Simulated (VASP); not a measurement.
# MoS2 (P6_3/mmc) in VASP: further runs

MoS2 is run at these levels: LDA; tasks: electric field gradients.

Program: VASP 6.6.1. These are calculated values, not measurements. Logs are shortened: lines on timing, memory, paths and dates and some standing lists are left out, and cuts for length are marked.

## 1. The cell of the first run

It takes space group P6_3/mmc (No. 194, hexagonal). The conventional cell has a = 3.161 Å, b = 3.161 Å, c = 12.541 Å, α = 90.00°, β = 90.00°, γ = 120.00°. Within 3.2 Å of Mo (site symmetry -6m2) lie 6 S at 2.39 Å and 6 Mo at 3.16 Å. Within 3.2 Å of S (site symmetry 3m) lie 3 Mo at 2.39 Å and 7 S at 3.07 to 3.16 Å.

## 2. Electric field gradients, LDA (zz strain of +2 %)

Contents of INCAR:

```
  ALGO = Normal
  EDIFF = 1E-8
  ENCUT = 520
  ISIF = 2
  ISMEAR = -1
  LASPH = T
  LCHARG = F
  LEFG = T
  LREAL = F
  LWAVE = F
  NBANDS = 35
  NELM = 60
  PREC = Accurate
  SIGMA = 0.03
```

Contents of KPOINTS:

```
k-points
0
Gamma
  10 10 3
```

Contents of POSCAR:

```
MoS2
1.0
    3.1610016016      0.0000000000      0.0000000000
   -1.5805008008      2.7375076884      0.0000000000
    0.0000000000      0.0000000000     12.5409000000
Mo S
2 4
Direct
    0.3333333333      0.6666666667      0.2500000000
    0.6666666667      0.3333333333      0.7500000000
    0.3333333333      0.6666666667      0.6275000000
    0.6666666667      0.3333333333      0.1275000000
    0.3333333333      0.6666666667      0.8725000000
    0.6666666667      0.3333333333      0.3725000000
```

Potentials or basis: VASP PAW LDA potentials, release 64 (Mo_sv, S).

Run with:

```console
$ cat potpaw_LDA.64/Mo_sv/POTCAR potpaw_LDA.64/S/POTCAR > POTCAR
$ mpirun -np 1 vasp_std > vasp.out
```

OUTCAR:

```text
EDIFF = 1E-8
   ENCUT = 520
   ISIF = 2
   ISMEAR = -1
   LASPH = T
   LREAL = F
   NELM = 60
   PREC = Accurate

 ion  position               nearest neighbor table
   1  0.333  0.667  0.250-   4 2.39   6 2.39   4 2.39   6 2.39   4 2.39   6 2.39
   2  0.667  0.333  0.750-   3 2.39   5 2.39   3 2.39   5 2.39   3 2.39   5 2.39
   3  0.333  0.667  0.627-   2 2.39   2 2.39   2 2.39
   4  0.667  0.333  0.127-   1 2.39   1 2.39   1 2.39
   5  0.333  0.667  0.873-   2 2.39   2 2.39   2 2.39
   6  0.667  0.333  0.373-   1 2.39   1 2.39   1 2.39

  LATTYP: Found a hexagonal cell.
 ALAT       =     3.1610016016
 C/A-ratio  =     3.9673817291

  Lattice vectors:

 A1 = (   3.1610016016,   0.0000000000,   0.0000000000)
 A2 = (  -1.5805008008,   2.7375076884,   0.0000000000)
 A3 = (   0.0000000000,   0.0000000000,  12.5409000000)

Analysis of symmetry for initial positions (statically):
=====================================================================
 Subroutine PRICEL returns:
 Original cell was already a primitive cell.

 Routine SETGRP: Setting up the symmetry group for a
 hexagonal supercell.

 Subroutine GETGRP returns: Found 24 space group operations
 (whereof 12 operations were pure point group operations)
 out of a pool of 24 trial point group operations.

The static configuration has the point symmetry D_3d.
 The point group associated with its full space group is D_6h.

Analysis of symmetry for dynamics (positions and initial velocities):
=====================================================================
 Subroutine PRICEL returns:
 Original cell was already a primitive cell.

 Routine SETGRP: Setting up the symmetry group for a
 hexagonal supercell.

 Subroutine GETGRP returns: Found 24 space group operations
 (whereof 12 operations were pure point group operations)
 out of a pool of 24 trial point group operations.

The dynamic configuration has the point symmetry D_3d.
 The point group associated with its full space group is D_6h.

 Subroutine INISYM returns: Found 24 space group operations
 (whereof 12 operations are pure point group operations),
 and found     1 'primitive' translations

----------------------------------------------------------------------------------------

                                     Primitive cell

  volume of cell :     108.5197

  direct lattice vectors                    reciprocal lattice vectors
     3.161001602  0.000000000  0.000000000     0.316355423  0.182647889  0.000000000
    -1.580500801  2.737507688  0.000000000     0.000000000  0.365295778  0.000000000
     0.000000000  0.000000000 12.540900000     0.000000000  0.000000000  0.079739094

  length of vectors
     3.161001602  3.161001602 12.540900000     0.365295778  0.365295778  0.079739094

  position of ions in fractional coordinates (direct lattice)
     0.333333333  0.666666667  0.250000000
     0.666666667  0.333333333  0.750000000
     0.333333333  0.666666667  0.627500000
     0.666666667  0.333333333  0.127500000
     0.333333333  0.666666667  0.872500000
     0.666666667  0.333333333  0.372500000

  ion indices of the primitive-cell ions
   primitive index   ion index
                 1           1
                 2           2
                 3           3
                 4           4
                 5           5
                 6           6

----------------------------------------------------------------------------------------

 KPOINTS: k-points

Automatic generation of k-mesh.
 Grid dimensions read from file:
 generate k-points for:   10   10    3

 Generating k-lattice:

  Cartesian coordinates                     Fractional coordinates (reciprocal lattice)
     0.031635542  0.018264789  0.000000000     0.100000000 -0.000000000  0.000000000
[... 54 lines left out ...]
   LNONCOLLINEAR =      F non collinear calculations
   LSORBIT =      F    spin-orbit coupling
   LASPH  =      T    aspherical Exc in radial PAW
   ENCUT  =  520.0 eV  38.22 Ry    6.18 a.u.   5.88  5.88 23.32*2*pi/ulx,y,z
   NELM   =     60;   NELMIN=  2; NELMDL= -5     # of ELM steps
   EDIFF  = 0.1E-07   stopping-criterion for ELM
   LREAL  =      F    real-space projection
   EDIFFG = 0.1E-06   stopping-criterion for IOM
   NSW    =      0    number of steps for IOM
   IBRION =     -1    ionic relax: 0-MD 1-quasi-New 2-CG
   NFREE  =      0    steps in history (QN), initial steepest desc. (CG)
   ISIF   =      2    stress and relaxation
   ISYM   =      2    0-nonsym 1-usesym 2-fastsym
   POTIM  = 0.5000    time-step for ionic-motion
   TEBEG  =    0.0;   TEEND  =   0.0 temperature during run
   PSTRESS=    0.0 pullay stress
   NELECT =      52.0000    total number of electrons
   NUPDOWN=      -1.0000    fix difference up-down
   EMIN   =  10.00;   EMAX   =-10.00  energy-range for DOS
   EFERMI =   0.00;   METHOD = LEGACY
   ISMEAR =    -1;   SIGMA  =   0.03  broadening in eV -4-tet -1-fermi 0-gaus
   EFERMI_NEDOS =   21; number of points for ismear=-14 and -15
   IALGO  =     38    algorithm
   IMIX   =      4    mixing-type and parameters
     AMIX     =   0.40;   BMIX     =  1.00
     AMIX_MAG =   1.60;   BMIX_MAG =  1.00
  volume/ion in A,a.u.               =      18.09       122.05
  Fermi-wavevector in a.u.,A,eV,Ry     =   1.281070  2.420872 22.329087  1.641142
  Thomas-Fermi vector in A             =   2.413462
   LORBIT       =      0    0 simple, 1 ext, 2 COOP (PROOUT), +10 PAW based schemes
   GGA     = CA    functional components
   LHFCALC =     F    Hartree Fock is set to
   AEXX    =    0.0000 exact exchange contribution
   IVDW    =     0    specifies the selected vdW correction
   LEPSILON=     F    determine dielectric tensor
   LRPA    =     F    only Hartree local field effects (RPA)
 non-spin polarized calculation
  energy-cutoff  :      520.00
  volume of cell :      108.52
 maximum number of plane-waves:      2940
 NGX is ok and might be reduce to    24
   NGX = 11   NGY = 11   NGZ = 47

 number of electron      51.9999995 magnetization

 Free energy of the ion-electron system (eV)
  ---------------------------------------------------
  ext. energy  EPLUGINS =         0.00000000
  ---------------------------------------------------
  free energy    TOTEN  =       -48.90747275 eV

  energy without entropy =      -48.90747275  energy(sigma->0) =      -48.90747275

 E-fermi :   7.6498     XC(G=0): -10.9915

 val. band max:        7.1899843938   @ k =   0.0000   0.0000   0.0000
 cond. band min:       8.1695889180   @ k =   0.2000   0.2000   0.0000
 fundamental gap:      0.9796045243
 Fermi energy:         7.6498113375

 k-point     1 :       0.0000    0.0000    0.0000
  band No.  band energies     occupation
      1     -53.9667      2.00000
      2     -53.9667      2.00000
      3     -28.3339      2.00000
      4     -28.3339      2.00000
      5     -28.0943      2.00000
      6     -28.0943      2.00000
[... 901 lines left out ...]
     34      10.9712      0.00000
     35      12.9551      0.00000

 [... further k-points ...]

------------------------ aborting loop because EDIFF is reached ----------------------------------------

  FORCE on cell =-STRESS in cart. coord.  units (eV):
  Direction    XX          YY          ZZ          XY          YZ          ZX
  --------------------------------------------------------------------------------------
  -------------------------------------------------------------------------------------
  Total       -2.1230586     -2.1230586     -0.0618995     -0.0000000      0.0000000      0.0000000
  in kB      -31.3446762    -31.3446762     -0.9138795     -0.0000000      0.0000000      0.0000000
  external PRESSURE =     -21.2010773 kB  Pullay stress =       0.0000000 kB

 VOLUME and BASIS-vectors are now :
 -----------------------------------------------------------------------------
  energy-cutoff  :      520.00
  volume of cell :      108.52
      direct lattice vectors                 reciprocal lattice vectors
     3.161001602  0.000000000  0.000000000     0.316355423  0.182647889  0.000000000
    -1.580500801  2.737507688  0.000000000     0.000000000  0.365295778  0.000000000
     0.000000000  0.000000000 12.540900000     0.000000000  0.000000000  0.079739094

 POSITION                                       TOTAL-FORCE (eV/Angst)
 -----------------------------------------------------------------------------------
     -0.00000      1.82501      3.13523        -0.000000     -0.000000      0.000000
      1.58050      0.91250      9.40568         0.000000      0.000000      0.000000
     -0.00000      1.82501      7.86941         0.000000     -0.000000     -0.149701
      1.58050      0.91250      1.59896         0.000000     -0.000000     -0.149701
     -0.00000      1.82501     10.94194        -0.000000      0.000000      0.149701
      1.58050      0.91250      4.67149         0.000000     -0.000000      0.149701
 -----------------------------------------------------------------------------------
    total drift:                               -0.000000      0.000000     -0.000000

  FREE ENERGIE OF THE ION-ELECTRON SYSTEM (eV)
  ---------------------------------------------------
  free  energy   TOTEN  =       -48.9074727539 eV

  energy  without entropy=      -48.9074727522  energy(sigma->0) =      -48.90747275

 Electric field gradients (V/A^2)
---------------------------------------------------------------------
 ion       V_xx      V_yy      V_zz      V_xy      V_xz      V_yz
---------------------------------------------------------------------
   1      44.109    44.108   -88.216    -0.001     0.000    -0.000
   2      44.109    44.108   -88.216    -0.001    -0.000     0.000
   3      29.272    29.272   -58.544     0.000     0.000    -0.000
   4      29.272    29.272   -58.544     0.000    -0.000     0.000
   5      29.272    29.272   -58.544     0.000    -0.000     0.000
   6      29.272    29.272   -58.544     0.000     0.000    -0.000
---------------------------------------------------------------------

 Electric field gradients after diagonalization (V/A^2)
 (convention: |V_zz| > |V_xx| > |V_yy|)
----------------------------------------------------------------------
 ion       V_xx      V_yy      V_zz     asymmetry (V_yy - V_xx)/ V_zz
----------------------------------------------------------------------
   1      44.109    44.107   -88.216       0.000
   2      44.109    44.107   -88.216       0.000
   3      29.272    29.271   -58.544       0.000
   4      29.272    29.271   -58.544       0.000
   5      29.272    29.271   -58.544       0.000
   6      29.272    29.271   -58.544       0.000
----------------------------------------------------------------------

           NMR quadrupolar parameters

 Cq : quadrupolar parameter    Cq=e*Q*V_zz/h
 eta: asymmetry parameters     (V_yy - V_xx)/ V_zz
 Q  : nuclear electric quadrupole moment in mb (millibarn)
----------------------------------------------------------------------
 ion       Cq(MHz)       eta       Q (mb)
----------------------------------------------------------------------
   1      -0.213       0.000       1.000
   2      -0.213       0.000       1.000
   3      -0.142       0.000       1.000
   4      -0.142       0.000       1.000
   5      -0.142       0.000       1.000
   6      -0.142       0.000       1.000
----------------------------------------------------------------------
```

Wall time 82 s (1 thread of AMD EPYC 7R13 (Zen 3), shared host); peak memory 0.2 GiB.

Results:

```yaml
Free_energy: -48.9075 eV
Pressure: -2.1 GPa
Largest_force: 0.150 eV/Å
Band_gap_on_the_k_mesh: 0.98 eV (least direct gap 1.90 eV)
Largest_electric_field_gradient_by_atom: Mo -88.2; S -58.5 V/Å²
```

Forces on the atoms (eV/Å):
```
Mo   0.000  0.000  0.000
Mo   0.000  0.000  0.000
S    0.000  0.000 -0.150
S    0.000  0.000 -0.150
S    0.000  0.000  0.150
S    0.000  0.000  0.150
```

Electric field gradients, principal values (V/Å²):
| atom | least | middle | greatest (by size) |
| --- | --- | --- | --- |
| 1 Mo | 44.107 | 44.109 | -88.216 |
| 2 Mo | 44.107 | 44.109 | -88.216 |
| 3 S | 29.271 | 29.272 | -58.544 |
| 4 S | 29.271 | 29.272 | -58.544 |
| 5 S | 29.271 | 29.272 | -58.544 |
| 6 S | 29.271 | 29.272 | -58.544 |

Caveat: the cell differs from its parent crystal (zz strain of +2 %); without QUAD_EFG the Cq values of the log hold for a quadrupole moment of 1 mb, not for the nuclei. A k mesh can miss the band edges.

(Continued in part 2 of 2.)
